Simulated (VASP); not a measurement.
BeS, 4 atoms in the cell. Symmetry: P6_3/mmc, No. 194, hexagonal system. The conventional cell has a = 3.495 Å, b = 3.495 Å, c = 7.780 Å, α = 90.00°, β = 90.00°, γ = 120.00°. Be (site symmetry -6m2) has 3 S at 2.02 Å within 2.7 Å. Within 2.7 Å of S (site symmetry -6m2) lie 3 Be at 2.02 Å.  This cell differs from its parent crystal: volume changed by +3%.

```yaml
Program: VASP 6.6.1
Task: single point
Functional: PBE
Potentials_or_basis: VASP PAW PBE potentials, release 64 (Be, S)
Cutoff: 520 eV
k_mesh: 9 × 9 × 4
Occupations: gaussian, width 0.01 eV
Spin: no spin polarisation
Dipole_correction: no
Further_INCAR_settings: ALGO = Normal; EDIFF = 1e-06; NBANDS = 16
```

Potentials or basis: VASP PAW PBE potentials, release 64 (Be, S).

The run is started by

```sh
$ cat potpaw_PBE.64/Be/POTCAR potpaw_PBE.64/S/POTCAR > POTCAR
$ mpirun -np 1 vasp_std > vasp.out
```

Hardware: 1 thread of Intel(R) Xeon(R) Platinum 8488C (Sapphire Rapids) (shared host).

Q: How long does it take, and how much memory?

A: Run time: 36 s on 1 thread of Intel(R) Xeon(R) Platinum 8488C (Sapphire Rapids) (shared host), peak memory 0.21 GiB. Counts: scf iterations 13, k points 36.
